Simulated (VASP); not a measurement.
# MgS in VASP: settings compared, part 3 of 3

VASP 6.6.1.

### 5 Relaxation of cell and atoms, PBE

This run uses another cell than the first one, of 20.52 Å³/atom.

Input file INCAR:

```
SYSTEM = MgS
  PREC = Accurate
  ENCUT = 600
  EDIFF = 1E-7
  ISMEAR = 0
  SIGMA = 0.1
  LREAL = .FALSE.
  LASPH = .TRUE.
  NELM = 60
  ALGO = Normal
  ISIF = 3
  LWAVE = .FALSE.
  LCHARG = .FALSE.
  GGA = PE
  IBRION = 2
  NSW = 90
  EDIFFG = -0.04
```

Input file KPOINTS:

```
Automatic mesh
0
G
  6 6 2
  0 0 0
```

Input file POSCAR:

```
MgS
1.0
    3.8719964500      0.0000000000      0.0000000000
   -1.9359982300      3.3532472900      0.0000000000
    0.0000000000      0.0000000000     12.6458250900
Mg S
4 4
Direct
    0.0000000000      0.0000000000      0.0937500000
    0.0000000000      0.0000000000      0.5937500000
    0.3333333300      0.6666666700      0.3437500000
    0.6666666700      0.3333333300      0.8437500000
    0.0000000000      0.0000000000      0.4062500000
    0.0000000000      0.0000000000      0.9062500000
    0.3333333300      0.6666666700      0.1562500000
    0.6666666700      0.3333333300      0.6562500000
```

Potentials or basis: VASP PAW PBE potentials, release 64 (Mg, S).

The run is started by

```console
cat potpaw_PBE.64/Mg/POTCAR potpaw_PBE.64/S/POTCAR > POTCAR
mpirun -np 1 vasp_std > vasp.out
```

OUTCAR:

```text
SYSTEM = MgS
   PREC = Accurate
   ENCUT = 600
   EDIFF = 1E-7
   ISMEAR = 0
   LREAL = .FALSE.
   LASPH = .TRUE.
   NELM = 60
   ISIF = 3
   GGA = PE
   IBRION = 2
   NSW = 90
   EDIFFG = -0.04

 ion  position               nearest neighbor table
   1  0.000  0.000  0.094-   6 2.37   7 2.37   7 2.37   7 2.37
   2  0.000  0.000  0.594-   5 2.37   8 2.37   8 2.37   8 2.37
   3  0.333  0.667  0.344-   7 2.37   5 2.37   5 2.37   5 2.37
   4  0.667  0.333  0.844-   8 2.37   6 2.37   6 2.37   6 2.37
   5  0.000  0.000  0.406-   2 2.37   3 2.37   3 2.37   3 2.37
   6  0.000  0.000  0.906-   1 2.37   4 2.37   4 2.37   4 2.37
   7  0.333  0.667  0.156-   3 2.37   1 2.37   1 2.37   1 2.37
   8  0.667  0.333  0.656-   4 2.37   2 2.37   2 2.37   2 2.37

  LATTYP: Found a hexagonal cell.
 ALAT       =     3.8719964500
 C/A-ratio  =     3.2659702180

  Lattice vectors:

 A1 = (   3.8719964500,   0.0000000000,   0.0000000000)
 A2 = (  -1.9359982300,   3.3532472900,   0.0000000000)
 A3 = (   0.0000000000,   0.0000000000,  12.6458250900)

Analysis of symmetry for initial positions (statically):
[... 164 lines left out ...]
 maximum number of plane-waves:      5553
 NGX is ok and might be reduce to    32
   NGX = 15   NGY = 15   NGZ = 51

--------------------------------------- Ionic step        1  -------------------------------------------

 number of electron      32.0000000 magnetization

 Free energy of the ion-electron system (eV)
  ---------------------------------------------------
  ext. energy  EPLUGINS =         0.00000000
  ---------------------------------------------------
  free energy    TOTEN  =       -33.44865651 eV

  energy without entropy =      -33.44865651  energy(sigma->0) =      -33.44865651

------------------------ aborting loop because EDIFF is reached ----------------------------------------

  FORCE on cell =-STRESS in cart. coord.  units (eV):
  Direction    XX          YY          ZZ          XY          YZ          ZX
  --------------------------------------------------------------------------------------
  -------------------------------------------------------------------------------------
  Total        8.5645421      8.5645421      8.2527892     -0.0000000     -0.0000000      0.0000000
  in kB       83.5731990     83.5731991     80.5310999     -0.0000001     -0.0000000      0.0000000
  external PRESSURE =      82.5591660 kB  Pullay stress =       0.0000000 kB
[... 197 lines left out ...]
--------------------------------------- Ionic step        6  -------------------------------------------

 number of electron      32.0000001 magnetization

 Free energy of the ion-electron system (eV)
  ---------------------------------------------------
  ext. energy  EPLUGINS =         0.00000000
  ---------------------------------------------------
  free energy    TOTEN  =       -33.92302431 eV

  energy without entropy =      -33.92302431  energy(sigma->0) =      -33.92302431

 E-fermi :   1.4586     XC(G=0):  -8.3319

 val. band max:        0.9975333943   @ k =   0.0000   0.0000   0.0000
 cond. band min:       4.4096908961   @ k =   0.0000   0.0000   0.0000
 fundamental gap:      3.4121575017
 Fermi energy:         1.4586486420

 k-point     1 :       0.0000    0.0000    0.0000
  band No.  band energies     occupation
      1     -10.2495      2.00000
      2      -9.9426      2.00000
      3      -9.9371      2.00000
      4      -9.5782      2.00000
      5      -2.1036      2.00000
      6      -0.8568      2.00000
[... 360 lines left out ...]
  FREE ENERGIE OF THE ION-ELECTRON SYSTEM (eV)
  ---------------------------------------------------
  free  energy   TOTEN  =       -33.9230243074 eV

  energy  without entropy=      -33.9230243074  energy(sigma->0) =      -33.92302431

 reached required accuracy - stopping structural energy minimisation
```

OSZICAR:

```text
N       E                     dE             d eps       ncg     rms          rms(c)
DAV:   1     0.157325793450E+03    0.15733E+03   -0.13420E+04   588   0.140E+03
DAV:   2    -0.211814605575E+02   -0.17851E+03   -0.16956E+03   850   0.201E+02
DAV:   3    -0.352356081224E+02   -0.14054E+02   -0.14005E+02   728   0.638E+01
[... 58 lines left out ...]
DAV:   3    -0.339230280329E+02    0.94572E-04   -0.30130E-04   678   0.781E-02    0.379E-02
DAV:   4    -0.339230265711E+02    0.14618E-05   -0.11382E-05   718   0.179E-02    0.281E-02
DAV:   5    -0.339230238653E+02    0.27058E-05   -0.15076E-05   703   0.210E-02    0.487E-03
DAV:   6    -0.339230242620E+02   -0.39669E-06   -0.16117E-06   703   0.704E-03    0.409E-03
DAV:   7    -0.339230243074E+02   -0.45407E-07   -0.84443E-08   449   0.176E-03
   6 F= -.33923024E+02 E0= -.33923024E+02  d E =-.919021E-03
```

CONTCAR:

```text
MgS
   1.00000000000000
     4.0280882613606606   -0.0000000002325253    0.0000000000000000
    -2.0140441360832679    3.4884267641905509   -0.0000000000000000
    -0.0000000000000000   -0.0000000000000000   13.0977989295311659
  Mg              S
     4     4
Direct
     0.0000000000000000    0.0000000000000000    0.0943880912349252
     1.0000000000000000    1.0000000000000000    0.5943880912349252
     0.3333333300000021    0.6666666699999979    0.3436788452527283
     0.6666666699999979    0.3333333300000021    0.8436788452527283
     0.0000000000000000    1.0000000000000000    0.4060513093349610
     0.0000000000000000    0.0000000000000000    0.9060513093349610
     0.3333333300000021    0.6666666699999979    0.1558817541773855
     0.6666666699999979    0.3333333300000021    0.6558817541773855

  0.00000000E+00  0.00000000E+00  0.00000000E+00
  0.00000000E+00  0.00000000E+00  0.00000000E+00
  0.00000000E+00  0.00000000E+00  0.00000000E+00
  0.00000000E+00  0.00000000E+00  0.00000000E+00
  0.00000000E+00  0.00000000E+00  0.00000000E+00
  0.00000000E+00  0.00000000E+00  0.00000000E+00
  0.00000000E+00  0.00000000E+00  0.00000000E+00
  0.00000000E+00  0.00000000E+00  0.00000000E+00
```

Run time: 4.7 min. Hardware: 1 thread of Intel Xeon Platinum 8488C (Sapphire Rapids), shared host; peak memory 0.35 GiB.

What came out:

```
Free energy                           : -33.9230 eV
Relaxed volume                        : 23.01 Å³/atom
Relaxed cell                          : a = 4.028 Å, b = 4.028 Å, c = 13.098 Å, α = 90.00°, β = 90.00°, γ = 120.00°
Space group after relaxing (to 0.1 Å) : P6_3mc (No. 186)
Energy gained by relaxing             : 59.3 meV/atom
Ionic steps                           : 6
Pressure after relaxing               : 0.1 GPa
Largest force after relaxing          : 0.027 eV/Å
Band gap on the k mesh                : 3.41 eV
```

Forces on the atoms (eV/Å):
```
Mg   0.000  0.000  0.027
Mg   0.000  0.000  0.027
Mg   0.000  0.000  0.014
Mg   0.000  0.000  0.014
S    0.000  0.000 -0.016
S    0.000  0.000 -0.016
S    0.000  0.000 -0.025
S    0.000  0.000 -0.025
```

Step by step:
| step | energy change (eV) | largest force (eV/Å) | pressure (GPa) | volume (Å³) |
| --- | --- | --- | --- | --- |
| 1 | 0.0000 | 0.0833 | 8.26 | 164.19 |
| 2 | -0.4397 | 0.0457 | -1.72 | 190.63 |
| 3 | -0.4735 | 0.0531 | 0.03 | 184.35 |
| 4 | -0.4734 | 0.0526 | -0.09 | 184.77 |
| 5 | -0.4741 | 0.0402 | 0.01 | 184.42 |
| 6 | -0.4744 | 0.0271 | 0.13 | 184.05 |

Final structure:
```
Mg S
1.0
     4.02809    0.00000    0.00000
    -2.01404    3.48843    0.00000
     0.00000    0.00000   13.09780
Mg S
4 4
Direct
  0.00000 0.00000 0.09439
  0.00000 0.00000 0.59439
  0.33333 0.66667 0.34368
  0.66667 0.33333 0.84368
  0.00000 0.00000 0.40605
  0.00000 0.00000 0.90605
  0.33333 0.66667 0.15588
  0.66667 0.33333 0.65588
```

Levels at points of the mesh, in eV from the valence-band top:
| k point | band 13 | band 14 | band 15 | band 16 | band 17 | band 18 | band 19 | band 20 |
| --- | --- | --- | --- | --- | --- | --- | --- | --- |
| (0.00, 0.00, 0.00) | -0.19 | -0.02 | -0.02 | 0.00 | 3.41 | 4.85 | 4.93 | 5.01 |
| (0.50, 0.00, 0.00) | -0.72 | -0.72 | -0.46 | -0.34 | 4.19 | 4.42 | 5.27 | 5.48 |
| (0.00, 0.00, 0.50) | -0.07 | -0.07 | -0.07 | -0.07 | 4.08 | 4.08 | 5.01 | 5.01 |
| (0.50, 0.00, 0.50) | -0.73 | -0.73 | -0.46 | -0.46 | 4.53 | 4.53 | 5.21 | 5.21 |

### 6 Relaxation of shape and atoms at fixed volume, PBE (21.04 Å³/atom)

This run uses another cell than the first one, of 21.04 Å³/atom.

Input file INCAR:

```
ALGO = Normal ; EDIFF = 1E-7
EDIFFG = -0.01 ; ENCUT = 600
GGA = PE ; IBRION = 2
ISIF = 4 ; ISMEAR = 0
LASPH = True ; LCHARG = False
LREAL = False ; LWAVE = False
NELM = 80 ; NSW = 50
PREC = Accurate ; SIGMA = 0.02
```

Input file KPOINTS:

```
k-points
0
Gamma
  6 6 2
```

Input file POSCAR:

```
MgS
1.0
    3.9170181624      0.0000000000      0.0000000000
   -1.9585090812      3.3922372357      0.0000000000
    0.0000000000      0.0000000000     12.6652402229
Mg S
4 4
Direct
    0.0000000000      0.0000000000      0.0949313032
    0.0000000000      0.0000000000      0.5949313032
    0.3333333333      0.6666666667      0.3440266099
    0.6666666667      0.3333333333      0.8440266099
    0.0000000000      0.0000000000      0.4056889965
    0.0000000000      0.0000000000      0.9056889965
    0.3333333333      0.6666666667      0.1553530904
    0.6666666667      0.3333333333      0.6553530904
```

Potentials or basis: VASP PAW PBE potentials, release 64 (Mg, S).

The run is started by

```console
cat potpaw_PBE.64/Mg/POTCAR potpaw_PBE.64/S/POTCAR > POTCAR
mpirun -np 1 vasp_std > vasp.out
```

It took 2 min on 1 thread of Intel Xeon Platinum 8488C (Sapphire Rapids), shared host; peak memory 0.34 GiB.

Results (log left out):

| Property | Result |
| --- | --- |
| Free energy | -33.6363 eV |
| Energy gained by relaxing | 0.0 meV/atom |
| Ionic steps | 2 |
| Pressure after relaxing | 6.2 GPa |
| Largest force after relaxing | 0.008 eV/Å |
| Band gap on the k mesh | 3.84 eV |

Forces on the atoms (eV/Å):
```
Mg   0.000  0.000  0.007
Mg   0.000  0.000  0.007
Mg   0.000  0.000  0.005
Mg   0.000  0.000  0.005
S    0.000  0.000 -0.004
S    0.000  0.000 -0.004
S    0.000  0.000 -0.008
S    0.000  0.000 -0.008
```

Final structure:
```
Mg S
1.0
     3.91746    0.00000    0.00000
    -1.95873    3.39262    0.00000
     0.00000    0.00000   12.66235
Mg S
4 4
Direct
  0.00000 0.00000 0.09496
  0.00000 0.00000 0.59496
  0.33333 0.66667 0.34406
  0.66667 0.33333 0.84406
  0.00000 0.00000 0.40568
  0.00000 0.00000 0.90568
  0.33333 0.66667 0.15530
  0.66667 0.33333 0.65530
```

Levels at points of the mesh, in eV from the valence-band top:
```
           k point  band 14  band 15  band 16  band 17  band 18  band 19
(0.00, 0.00, 0.00)    -0.07    -0.07     0.00     3.84     5.18     5.22
(0.50, 0.00, 0.00)    -0.81    -0.51    -0.41     4.14     4.40     5.48
(0.00, 0.00, 0.50)    -0.13    -0.13    -0.13     4.52     4.52     5.29
(0.50, 0.00, 0.50)    -0.82    -0.55    -0.55     4.48     4.48     5.35
```

A k mesh can miss the band edges.

### 7 Summary

| task | level | cell | k mesh | cutoff (eV) | smearing | gap on the mesh (eV) | pressure (GPa) | largest force (eV/Å) |
| --- | --- | --- | --- | --- | --- | --- | --- | --- |
| single point | PBE | a = 4.036, b = 4.041, c = 13.084 Å, angles 90.0, 90.0, 120.0°, 8 atoms, atomic positions A | 6 × 6 × 1 | 520 | gaussian 0.1 eV | 3.37 | -0.1 | 0.02 |
| single point | r2SCAN | a = 4.041, b = 4.041, c = 13.080 Å, angles 90.0, 90.0, 120.0°, 8 atoms, atomic positions A | 6 × 6 × 2 | 520 | gaussian 0.02 eV | 4.03 | -1.4 | - |
| relaxation of shape and atoms at fixed volume | PBE | relaxed from a = 3.875, b = 3.875, c = 12.514 Å, angles 90.0, 90.0, 120.0°, 8 atoms, atomic positions B | 6 × 6 × 2 | 600 | gaussian 0.02 eV | 3.99 | 9.0 | 0.01 |
| relaxation of cell and atoms | PBE | relaxed from a = 3.872, b = 3.872, c = 12.646 Å, angles 90.0, 90.0, 120.0°, 8 atoms, atomic positions C | 6 × 6 × 2 | 600 | gaussian 0.1 eV | 3.41 | 0.1 | 0.03 |
| relaxation of shape and atoms at fixed volume | PBE | relaxed from a = 3.917, b = 3.917, c = 12.665 Å, angles 90.0, 90.0, 120.0°, 8 atoms, atomic positions B | 6 × 6 × 2 | 600 | gaussian 0.02 eV | 3.84 | 6.2 | 0.01 |

Alike in all rows: potentials or basis VASP PAW PBE potentials, release 64 (Mg, S); no spin polarisation.

Caveats: some runs use coarse meshes; the PAW data sets were made with another functional, which shifts forces and pressure a little (at least some runs).

Absolute energies hang on the potentials; compare differences alone.
